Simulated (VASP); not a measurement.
Write the native input for VASP 6.6.1 that does the following.

```yaml
Task: single point
Functional: PBE
Dispersion: D3(BJ)
Potentials_or_basis: VASP PAW PBE potentials, release 64 (Mg, I)
Cutoff: 520 eV
k_mesh: 6 × 6 × 4
Occupations: gaussian, width 0.05 eV
Spin: no spin polarisation
Dipole_correction: no
Further_INCAR_settings: ALGO = Normal; EDIFF = 1e-06; NBANDS = 15
```

The structure of MgI2 lies in POSCAR:

```
MgI2
1.0
    4.4859961311      0.0000000000      0.0000000000
   -2.2429980655      3.8849866108      0.0000000000
    0.0000000000      0.0000000000      6.5875200000
Mg I
1 2
Direct
    0.0000000000      0.0000000000      0.0000000000
    0.3333333333      0.6666666667      0.7576300000
    0.6666666667      0.3333333333      0.2423700000
```

This cell differs from its parent crystal: strain +0.080 along x and y, -0.040 along z.

These files were run (other wordings do the same):

INCAR

```
SYSTEM = MgI2
ALGO     = Normal         ! electronic algorithm
EDIFF    = 1E-6           ! SCF threshold, eV
ENCUT    = 520            ! plane-wave cutoff, eV
GGA      = PE             ! functional
ISIF     = 2              ! what is computed and relaxed
ISMEAR   = 0              ! smearing method
IVDW     = 12             ! dispersion correction
LASPH    = .TRUE.         ! aspherical terms in the spheres
LCHARG   = .TRUE.         ! write CHGCAR
LELF     = .TRUE.         ! ELF
LREAL    = .FALSE.        ! projectors in reciprocal space
LVHAR    = .TRUE.       
LWAVE    = .FALSE.        ! write WAVECAR
NBANDS   = 15             ! bands
NELM     = 60             ! most SCF steps
PREC     = Accurate       ! precision mode
SIGMA    = 0.05           ! smearing width, eV
```

KPOINTS

```
k-points
0
G
  6 6 4
  0 0 0
```

Potentials or basis: VASP PAW PBE potentials, release 64 (Mg, I).

Launch:

```sh
$ cat potpaw_PBE.64/Mg/POTCAR potpaw_PBE.64/I/POTCAR > POTCAR
$ mpirun -np 1 vasp_std > vasp.out
```

Results of the run:

```json
{"Pressure": "-3.0 GPa", "Largest force": "0.196 eV/Å", "Band gap on the k mesh": "2.57 eV", "Dispersion energy per atom": "-0.272 eV"}
```

Caveat: the cell differs from its parent crystal (strain +0.080 along x and y, -0.040 along z); the cell stands under tension; spin-orbit coupling is left out, which moves the levels of the heavy elements.

Wall time 58 s on 1 thread of Intel Xeon 8259CL (shared host), peak memory 0.27 GiB.
